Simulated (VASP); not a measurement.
# Zr3S2 (R32) in VASP: a series of runs

Aim: see how the results for Zr3S2 move with the level of theory and the settings. Levels: PBEsol, r2SCAN+D3(BJ). Tasks: relaxation of cell and atoms, single point.

All numbers are computed with VASP 6.6.1; they aren't measurements. Logs are shortened: lines on timing, memory, paths and dates and some standing lists are left out, and cuts for length are marked.

## (1) The cell of the first run

It takes space group R32 (No. 155, trigonal). Conventional cell: a = 5.805 Å, b = 5.805 Å, c = 10.463 Å, α = 90.00°, β = 90.00°, γ = 120.00°. Zr (site symmetry 2) has 4 S at 2.61 to 2.62 Å and 8 Zr at 3.32 to 3.49 Å within 3.5 Å. S (site symmetry 3) has 6 Zr at 2.61 to 2.62 Å and 4 S at 3.35 to 3.45 Å within 3.5 Å.

## (2) Relaxation of cell and atoms, PBEsol, target pressure 30 GPa, at which the enthalpy is minimised

INCAR

```
ALGO = Normal
EDIFF = 1E-6
EDIFFG = -0.01
ENCUT = 600
GGA = PS
IBRION = 2
ISIF = 3
ISMEAR = -1
LASPH = True
LCHARG = False
LREAL = False
LWAVE = False
NELM = 80
NSW = 60
PREC = Accurate
PSTRESS = 300.0
SIGMA = 0.05
```

KPOINTS

```
k-points
0
Gamma
  6 6 6
```

POSCAR

```
Zr3S2
1.0
    2.9025379727      1.6757810799      3.4877732718
   -2.9025379727      1.6757810799      3.4877732718
    0.0000000000     -3.3515621597      3.4877732718
Zr S
3 2
Direct
    0.8387270000      0.5000000000      0.1612730000
    0.5000000000      0.1612730000      0.8387270000
    0.1612730000      0.8387270000      0.5000000000
    0.6650230000      0.6650230000      0.6650230000
    0.3349770000      0.3349770000      0.3349770000
```

Potentials or basis: VASP PAW PBE potentials, release 64 (Zr_sv, S).

Launch:

```sh
> cat potpaw_PBE.64/Zr_sv/POTCAR potpaw_PBE.64/S/POTCAR > POTCAR
> mpirun -np 1 vasp_std > vasp.out
```

OUTCAR:

```text
EDIFF = 1E-6
   EDIFFG = -0.01
   ENCUT = 600
   GGA = PS
   IBRION = 2
   ISIF = 3
   ISMEAR = -1
   LASPH = True
   LREAL = False
   NELM = 80
   NSW = 60
   PREC = Accurate
   PSTRESS = 300.0

 ion  position               nearest neighbor table
   1  0.839  0.500  0.161-   4 2.61   5 2.61   4 2.62   5 2.62   3 3.32   3 3.32   2 3.32   2 3.32
                             2 3.41   3 3.41   3 3.49   2 3.49
   2  0.500  0.161  0.839-   5 2.61   4 2.61   5 2.62   4 2.62   3 3.32   3 3.32   1 3.32   1 3.32
                             1 3.41   3 3.41   3 3.49   1 3.49
   3  0.161  0.839  0.500-   4 2.61   5 2.61   4 2.62   5 2.62   2 3.32   1 3.32   1 3.32   2 3.32
                             1 3.41   2 3.41   1 3.49   2 3.49
   4  0.665  0.665  0.665-   1 2.61   2 2.61   3 2.61   1 2.62   3 2.62   2 2.62
   5  0.335  0.335  0.335-   2 2.61   1 2.61   3 2.61   2 2.62   3 2.62   1 2.62

  LATTYP: Found a trigonal (rhomboedric) cell.
 ALAT       =     4.8370994724
 COS(alpha) =     0.2798619160

  Lattice vectors:

 A1 = (   2.9025379727,   1.6757810799,   3.4877732718)
 A2 = (  -2.9025379727,   1.6757810799,   3.4877732718)
 A3 = (   0.0000000000,  -3.3515621597,   3.4877732718)

Analysis of symmetry for initial positions (statically):
=====================================================================
 Subroutine PRICEL returns:
 Original cell was already a primitive cell.

 Routine SETGRP: Setting up the symmetry group for a
 trigonal (rhombohedral) supercell.

 Subroutine GETGRP returns: Found  6 space group operations
 (whereof  6 operations were pure point group operations)
 out of a pool of 12 trial point group operations.

The static configuration has the point symmetry D_3 .

Analysis of symmetry for dynamics (positions and initial velocities):
=====================================================================
 Subroutine PRICEL returns:
 Original cell was already a primitive cell.

 Routine SETGRP: Setting up the symmetry group for a
 trigonal (rhombohedral) supercell.

 Subroutine GETGRP returns: Found  6 space group operations
 (whereof  6 operations were pure point group operations)
 out of a pool of 12 trial point group operations.

The dynamic configuration has the point symmetry D_3 .

 Subroutine INISYM returns: Found  6 space group operations
 (whereof  6 operations are pure point group operations),
 and found     1 'primitive' translations

----------------------------------------------------------------------------------------

                                     Primitive cell

  volume of cell :     101.7876

  direct lattice vectors                    reciprocal lattice vectors
     2.902537973  1.675781080  3.487773272     0.172263035  0.099456110  0.095571962
    -2.902537973  1.675781080  3.487773272    -0.172263035  0.099456110  0.095571962
     0.000000000 -3.351562160  3.487773272     0.000000000 -0.198912219  0.095571962

  length of vectors
     4.837099472  4.837099472  4.837099472     0.220680925  0.220680925  0.220680925

  position of ions in fractional coordinates (direct lattice)
     0.838727000  0.500000000  0.161273000
     0.500000000  0.161273000  0.838727000
     0.161273000  0.838727000  0.500000000
     0.665023000  0.665023000  0.665023000
     0.334977000  0.334977000  0.334977000

  ion indices of the primitive-cell ions
   primitive index   ion index
                 1           1
                 2           2
                 3           3
                 4           4
                 5           5

----------------------------------------------------------------------------------------

 KPOINTS: k-points

Automatic generation of k-mesh.
 Grid dimensions read from file:
 generate k-points for:    6    6    6

 Generating k-lattice:

  Cartesian coordinates                     Fractional coordinates (reciprocal lattice)
     0.028710506  0.016576018  0.015928660     0.166666667 -0.000000000  0.000000000
    -0.028710506  0.016576018  0.015928660    -0.000000000  0.166666667  0.000000000
     0.000000000 -0.033152037  0.015928660    -0.000000000 -0.000000000  0.166666667

  Length of vectors
     0.036780154  0.036780154  0.036780154

  Shift w.r.t. Gamma in fractional coordinates (k-lattice)
     0.000000000  0.000000000  0.000000000

 Subroutine IBZKPT returns following result:
 ===========================================

 Found     32 irreducible k-points:

 Following reciprocal coordinates:
            Coordinates               Weight
  0.000000  0.000000  0.000000      1.000000
  0.166667 -0.000000 -0.000000      6.000000
  0.333333 -0.000000 -0.000000      6.000000
  0.500000  0.000000 -0.000000      3.000000
  0.166667  0.166667 -0.000000      6.000000
  0.333333  0.166667  0.000000     12.000000
[... 16 lines left out ...]
  0.500000  0.500000  0.166667      6.000000
 -0.333333  0.500000  0.166667     12.000000
 [... further k-points ...]
   k-points           NKPTS =     32   k-points in BZ     NKDIM =     32   number of bands    NBANDS=     28
   number of dos      NEDOS =    301   number of ions     NIONS =      5
   total plane-waves  NPLWV =  64000
   dimension x,y,z NGX =    40 NGY =   40 NGZ =   40
   dimension x,y,z NGXF=    80 NGYF=   80 NGZF=   80
   ions per type =               3   2
   NGX,Y,Z   is equivalent  to a cutoff of  13.75, 13.75, 13.75 a.u.
   NGXF,Y,Z  is equivalent  to a cutoff of  27.50, 27.50, 27.50 a.u.
 SYSTEM =  unknown system
   PREC   = accura    normal or accurate (medium, high low for compatibility)
   ISTART =      0    job   : 0-new  1-cont  2-samecut
   ICHARG =      2    charge: 1-file 2-atom 10-const
   ISPIN  =      1    spin polarized calculation?
   LNONCOLLINEAR =      F non collinear calculations
   LSORBIT =      F    spin-orbit coupling
   LASPH  =      T    aspherical Exc in radial PAW
   ENCUT  =  600.0 eV  44.10 Ry    6.64 a.u.   9.66  9.66  9.66*2*pi/ulx,y,z
   NELM   =     80;   NELMIN=  2; NELMDL= -5     # of ELM steps
   EDIFF  = 0.1E-05   stopping-criterion for ELM
   LREAL  =      F    real-space projection
   EDIFFG = -.1E-01   stopping-criterion for IOM
   NSW    =     60    number of steps for IOM
   IBRION =      2    ionic relax: 0-MD 1-quasi-New 2-CG
   NFREE  =      1    steps in history (QN), initial steepest desc. (CG)
   ISIF   =      3    stress and relaxation
   ISYM   =      2    0-nonsym 1-usesym 2-fastsym
   POTIM  = 0.5000    time-step for ionic-motion
   TEBEG  =    0.0;   TEEND  =   0.0 temperature during run
   PSTRESS=  300.0 pullay stress
   NELECT =      48.0000    total number of electrons
   NUPDOWN=      -1.0000    fix difference up-down
   EMIN   =  10.00;   EMAX   =-10.00  energy-range for DOS
   EFERMI =   0.00;   METHOD = LEGACY
   ISMEAR =    -1;   SIGMA  =   0.05  broadening in eV -4-tet -1-fermi 0-gaus
   EFERMI_NEDOS =   21; number of points for ismear=-14 and -15
   IALGO  =     38    algorithm
   IMIX   =      4    mixing-type and parameters
     AMIX     =   0.40;   BMIX     =  1.00
     AMIX_MAG =   1.60;   BMIX_MAG =  1.00
  volume/ion in A,a.u.               =      20.36       137.38
  Fermi-wavevector in a.u.,A,eV,Ry     =   1.274257  2.407996 22.092199  1.623731
  Thomas-Fermi vector in A             =   2.407035
   LORBIT       =      0    0 simple, 1 ext, 2 COOP (PROOUT), +10 PAW based schemes
   GGA     = PS    functional components
   LHFCALC =     F    Hartree Fock is set to
   AEXX    =    0.0000 exact exchange contribution
   IVDW    =     0    specifies the selected vdW correction
   LEPSILON=     F    determine dielectric tensor
   LRPA    =     F    only Hartree local field effects (RPA)
 conjugate gradient relaxation of ions
 non-spin polarized calculation
  energy-cutoff  :      600.00
  volume of cell :      101.79
 maximum number of plane-waves:      3446
 NGX is ok and might be reduce to    40
   NGX = 19   NGY = 19   NGZ = 19

--------------------------------------- Ionic step        1  -------------------------------------------

 number of electron      48.0000000 magnetization

 Free energy of the ion-electron system (eV)
  ---------------------------------------------------
  ext. energy  EPLUGINS =         0.00000000
  ---------------------------------------------------
  free energy    TOTEN  =       -41.88261634 eV

  energy without entropy =      -41.86248152  energy(sigma->0) =      -41.87254893

 E-fermi :   8.7484     XC(G=0): -11.0429

 val. band max:        8.7325027509   @ k =   0.1667  -0.0000  -0.0000
 cond. band min:       8.7621544528   @ k =   0.5000   0.1667   0.1667
 fundamental gap:      0.0296517019
 Fermi energy:         8.7484422147

 k-point     1 :       0.0000    0.0000    0.0000
  band No.  band energies     occupation
      1     -40.2523      2.00000
      2     -40.1732      2.00000
      3     -40.1732      2.00000
      4     -18.4460      2.00000
      5     -18.4460      2.00000
      6     -18.4410      2.00000
[... 733 lines left out ...]
     27      10.2747      0.00000
     28      10.6868      0.00000

 [... further k-points ...]

------------------------ aborting loop because EDIFF is reached ----------------------------------------

  FORCE on cell =-STRESS in cart. coord.  units (eV):
  Direction    XX          YY          ZZ          XY          YZ          ZX
  --------------------------------------------------------------------------------------
  -------------------------------------------------------------------------------------
  Total       -3.0699455     -3.0699455     -3.2805223      0.0000000     -0.0000000      0.0000000
  in kB      -48.3221847    -48.3221847    -51.6367478      0.0000000     -0.0000000      0.0000000
  external PRESSURE =    -349.4270391 kB  Pullay stress =     300.0000000 kB
[... 102 lines left out ...]
  FREE ENERGIE OF THE ION-ELECTRON SYSTEM (eV)
  ---------------------------------------------------
  free  energy   TOTEN  =       -41.3251390363 eV

  energy  without entropy=      -41.3069098104  energy(sigma->0) =      -41.31602442

  enthalpy is  TOTEN    =       -25.0867688890 eV   P V=       16.2383701473

[... ionic steps 4 to 18 ...]

--------------------------------------- Ionic step       19  -------------------------------------------

 number of electron      48.0000000 magnetization

------------------------ aborting loop because EDIFF is reached ----------------------------------------

  FORCE on cell =-STRESS in cart. coord.  units (eV):
  Direction    XX          YY          ZZ          XY          YZ          ZX
  --------------------------------------------------------------------------------------
  -------------------------------------------------------------------------------------
  Total       15.4119211     15.4119211     15.4328741      0.0000000      0.0000000      0.0000000
  in kB      299.8943753    299.8943752    300.3020910      0.0000000      0.0000000      0.0000000
  external PRESSURE =       0.0302805 kB  Pullay stress =     300.0000000 kB
[... 67 lines left out ...]
  enthalpy is  TOTEN    =       -25.2765822380 eV   P V=       15.4168413220

--------------------------------------- Ionic step       21  -------------------------------------------

 number of electron      48.0000000 magnetization

 Free energy of the ion-electron system (eV)
  ---------------------------------------------------
  ext. energy  EPLUGINS =         0.00000000
  ---------------------------------------------------
  free energy    TOTEN  =       -40.69476944 eV

  energy without entropy =      -40.67852625  energy(sigma->0) =      -40.68664784

 E-fermi :  11.3748     XC(G=0): -12.0548

 val. band max:       11.3614885966   @ k =   0.1667   0.1667   0.1667
 cond. band min:      11.4068184658   @ k =   0.3333  -0.0000  -0.0000
 fundamental gap:      0.0453298692
 Fermi energy:        11.3747778614

 k-point     1 :       0.0000    0.0000    0.0000
  band No.  band energies     occupation
      1     -37.1302      2.00000
      2     -36.9140      2.00000
      3     -36.9140      2.00000
      4     -15.6983      2.00000
      5     -15.5027      2.00000
      6     -15.5027      2.00000
[... 733 lines left out ...]
     27      13.1605      0.00000
     28      13.6870      0.00000

 [... further k-points ...]

------------------------ aborting loop because EDIFF is reached ----------------------------------------

  FORCE on cell =-STRESS in cart. coord.  units (eV):
  Direction    XX          YY          ZZ          XY          YZ          ZX
  --------------------------------------------------------------------------------------
  -------------------------------------------------------------------------------------
  Total       15.4156318     15.4156318     15.4192876      0.0000000      0.0000000      0.0000000
  in kB      299.9504815    299.9504815    300.0216140      0.0000000      0.0000000      0.0000000
  external PRESSURE =      -0.0258077 kB  Pullay stress =     300.0000000 kB
[... 20 lines left out ...]
  FREE ENERGIE OF THE ION-ELECTRON SYSTEM (eV)
  ---------------------------------------------------
  free  energy   TOTEN  =       -40.6947694355 eV

  energy  without entropy=      -40.6785262454  energy(sigma->0) =      -40.68664784

  enthalpy is  TOTEN    =       -25.2765927061 eV   P V=       15.4181767294

 reached required accuracy - stopping structural energy minimisation
```

It took 40 min on 1 thread of Intel Xeon 8259CL, shared host; peak memory 0.32 GiB.

What came out:

| Property | Result |
| --- | --- |
| Free energy | -40.6948 eV |
| Relaxed volume | 16.47 Å³/atom |
| Relaxed cell | a = 4.526 Å, b = 4.526 Å, c = 4.526 Å, α = 72.76°, β = 72.76°, γ = 72.76° |
| Space group after relaxing (to 0.1 Å) | R32 (No. 155) |
| Energy change on relaxing (the run minimises the enthalpy) | +237.6 meV/atom |
| Ionic steps | 21 |
| Pressure after relaxing | 30.0 GPa |
| Largest force after relaxing | 0.005 eV/Å |
| Band gap on the k mesh | zero (bands 24 and 25 overlap by 0.52 eV) |

Forces in eV/Å, atoms in the order of the input:
```
Zr   0.002  0.004  0.000
Zr   0.002 -0.004  0.000
Zr  -0.005  0.000  0.000
S    0.000  0.000 -0.003
S    0.000  0.000  0.003
```

The path:
```
step  energy change (eV)  largest force (eV/Å)  pressure (GPa)  volume (Å³)
   1              0.0000                0.1265           -4.94       101.79
   2             29.3192                6.2716          333.11        49.39
   3              0.5575                0.4114           20.11        86.72
   4              0.9010                0.5457           26.26        84.34
   5              1.1331                0.6276           30.03        83.02
   6              1.0684                0.6054           28.99        83.37
   7              1.0837                0.4464           28.98        83.05
   8              1.1082                0.5946           29.04        82.89
   9              1.3345                0.1204           32.33        81.61
  10              1.2738                0.2199           31.50        81.93
  11              1.0861                0.2087           28.30        82.92
  12              1.1718                0.1057           29.81        82.44
  13              1.1754                0.0314           29.83        82.41
  14              1.1784                0.0224           29.85        82.39
  15              1.2107                0.0154           30.35        82.22
  16              1.1900                0.0138           30.04        82.33
  17              1.1894                0.0145           30.04        82.33
  18              1.1839                0.0182           29.97        82.36
  19              1.1887                0.0147           30.00        82.34
  20              1.1892                0.0140           30.00        82.34
  21              1.1878                0.0048           30.00        82.34
```

Final structure:
```yaml
crystal:
  lattice:
    - [2.68466, 1.54999, 3.29803]
    - [-2.68466, 1.54999, 3.29803]
    - [0.00000, -3.09997, 3.29803]
  atoms:
    - { symbol: Zr, position: [0.84856, 0.50000, 0.15144] }
    - { symbol: Zr, position: [0.50000, 0.15144, 0.84856] }
    - { symbol: Zr, position: [0.15144, 0.84856, 0.50000] }
    - { symbol: S, position: [0.66006, 0.66006, 0.66006] }
    - { symbol: S, position: [0.33994, 0.33994, 0.33994] }
```

Levels at points of the mesh, in eV from the Fermi level:
```
           k point  band 20  band 21  band 22  band 23  band 24  band 25  band 26  band 27  band 28
(0.00, 0.00, 0.00)    -4.14    -3.01    -2.57     0.17     0.17     0.76     0.76     2.39     3.47
(0.50, 0.00, 0.00)    -3.83    -1.57    -1.44    -1.21    -0.86     0.08     0.87     2.04     2.36
(0.50, 0.50, 0.00)    -3.83    -2.56    -1.61    -0.94    -0.41    -0.35     1.13     2.23     2.37
(0.50, 0.50, 0.50)    -4.75    -0.82    -0.66    -0.34    -0.34     0.30     0.30     1.35     1.35
```

Caveat: the cell is relaxed towards a set pressure, so the run minimises the enthalpy, not the energy; the volume moved by over 15 % at a fixed basis, so the end points are rough; the PAW data sets were made with another functional, which shifts forces and pressure a little.

## (3) Single point, r2SCAN+D3(BJ)

This run uses another cell than the first one, of 19.92 Å³/atom.

POSCAR

```
Zr3S2
1.0
    2.8737944654      1.6591860082      3.4815460740
   -2.8737944654      1.6591860082      3.4815460740
    0.0000000000     -3.3183720164      3.4815460741
Zr S
3 2
Direct
    0.8388762739      0.5000000000      0.1611237261
    0.5000000000      0.1611237261      0.8388762739
    0.1611237261      0.8388762739      0.5000000000
    0.6645097860      0.6645097860      0.6645097860
    0.3354902140      0.3354902140      0.3354902140
```

INCAR.step1

```
SYSTEM = Zr3S2
PREC = Accurate
ENCUT = 520
ISMEAR = -1
SIGMA = 0.05
LREAL = .FALSE.
LASPH = .TRUE.
NELM = 100
NBANDS = 32
GGA = PE
ALGO = Normal
EDIFF = 1E-4
LWAVE = .TRUE.
LCHARG = .FALSE.
```

INCAR.step2

```
SYSTEM = Zr3S2
PREC = Accurate
ENCUT = 520
EDIFF = 1E-7
ISMEAR = -1
SIGMA = 0.05
LREAL = .FALSE.
LASPH = .TRUE.
NELM = 100
ALGO = Normal
ISIF = 2
LWAVE = .FALSE.
LCHARG = .TRUE.
METAGGA = R2SCAN
LMIXTAU = .TRUE.
IVDW = 12
VDW_S6 = 1.0
VDW_S8 = 0.78981345
VDW_A1 = 0.49484001
VDW_A2 = 5.73083694
LELF = .TRUE.
LVHAR = .TRUE.
NBANDS = 32
ISTART = 1
```

KPOINTS

```
Automatic mesh
0
G
  6 6 6
  0 0 0
```

Potentials or basis: VASP PAW PBE potentials, release 64 (Zr_sv, S).

Launch:

```sh
> cat potpaw_PBE.64/Zr_sv/POTCAR potpaw_PBE.64/S/POTCAR > POTCAR
> cp INCAR.step1 INCAR
> mpirun -np 1 vasp_std > vasp.out
> cp INCAR.step2 INCAR
> mpirun -np 1 vasp_std > vasp.out
```

Run time: 4.5 min. Hardware: 1 thread of Intel Xeon Platinum 8259CL at 2.50GHz (Skylake/Cascade Lake), shared host; peak memory 0.27 GiB.

Results (log left out):

```yaml
Free_energy: -91.5703 eV
Pressure: 0.0 GPa
Largest_force: 0.006 eV/Å
Band_gap_on_the_k_mesh: zero (bands 24 and 25 overlap by 0.23 eV)
Dispersion_energy_per_atom: -0.229 eV
```

Forces on the atoms (eV/Å):
```
Zr   0.003  0.005  0.000
Zr   0.003 -0.005  0.000
Zr  -0.006  0.000  0.000
S    0.000  0.000 -0.003
S    0.000  0.000  0.003
```

Stress tensor (GPa, compression positive):
```
-0.02  0.00  0.00
 0.00 -0.02  0.00
 0.00  0.00  0.07
```

Levels at points of the mesh, in eV from the Fermi level:
```csv
k point,band 20,band 21,band 22,band 23,band 24,band 25,band 26,band 27,band 28,band 29
"(0.00, 0.00, 0.00)",-4.38,-2.83,-1.87,0.06,0.06,0.82,0.82,2.12,3.09,3.09
"(0.50, 0.00, 0.00)",-3.95,-1.33,-1.23,-0.92,-0.71,-0.10,1.18,1.98,2.04,2.74
"(0.50, 0.50, 0.00)",-4.02,-2.02,-1.25,-0.91,-0.34,-0.05,1.11,2.14,2.23,2.38
"(0.50, 0.50, 0.50)",-4.63,-0.87,-0.48,-0.17,-0.17,0.44,0.44,1.27,1.27,2.43
```

Caveat: the PAW data sets were made with another functional, which shifts forces and pressure a little.

The gap in the log of VASP goes by the Fermi energy; the results here count the filled bands.